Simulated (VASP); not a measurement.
Set up this calculation in VASP 6.6.1, as the native input.

```yaml
Task: single point
Functional: PBEsol
Potentials_or_basis: VASP PAW PBE potentials, release 64 (K_sv, Cl)
Cutoff: 520 eV
k_mesh: 6 × 6 × 6
Occupations: gaussian, width 0.05 eV
Spin: no spin polarisation
Dipole_correction: no
Further_INCAR_settings: ALGO = Normal; EDIFF = 1e-06; NBANDS = 15
```

The structure of KCl lies in POSCAR:

```
KCl
1.0
    3.8391960000      0.0000000000      0.0000000000
    0.0000000000      3.8391960000      0.0000000000
    0.0000000000      0.0000000000      3.8391960000
K Cl
1 1
Direct
    0.0000000000      0.0000000000      0.0000000000
    0.4631638092      0.4631638092      0.4479057594
```

This cell differs from its parent crystal: atom 2 (Cl) moved by (-0.200, -0.200) A along [1 1 0] and z.

These files were run (other wordings do the same):

INCAR

```
PREC = Accurate
ENCUT = 520
EDIFF = 1E-6
ISMEAR = 0
SIGMA = 0.05
LREAL = False
LASPH = True
NELM = 100
ALGO = Normal
ISIF = 2
LWAVE = False
LCHARG = True
GGA = PS
LELF = True
LVHAR = True
NBANDS = 15
```

KPOINTS

```
Automatic mesh
0
Gamma
  6 6 6
```

Potentials or basis: VASP PAW PBE potentials, release 64 (K_sv, Cl).

Command:

```sh
$ cat potpaw_PBE.64/K_sv/POTCAR potpaw_PBE.64/Cl/POTCAR > POTCAR
$ mpirun -np 1 vasp_std > vasp.out
```

Results of the run:

- Pressure: -0.9 GPa
- Largest force: 0.189 eV/Å
- Band gap on the k mesh: 4.65 eV (least direct gap 4.84 eV)

Caveat: the cell differs from its parent crystal (atom 2 (Cl) moved by (-0.200, -0.200) A along [1 1 0] and z); the PAW data sets were made with another functional, which shifts forces and pressure a little.

Wall time 22 s on 1 thread of Intel(R) Xeon(R) 6975P-C (Granite Rapids), with other jobs on the host, peak memory 0.2 GiB.
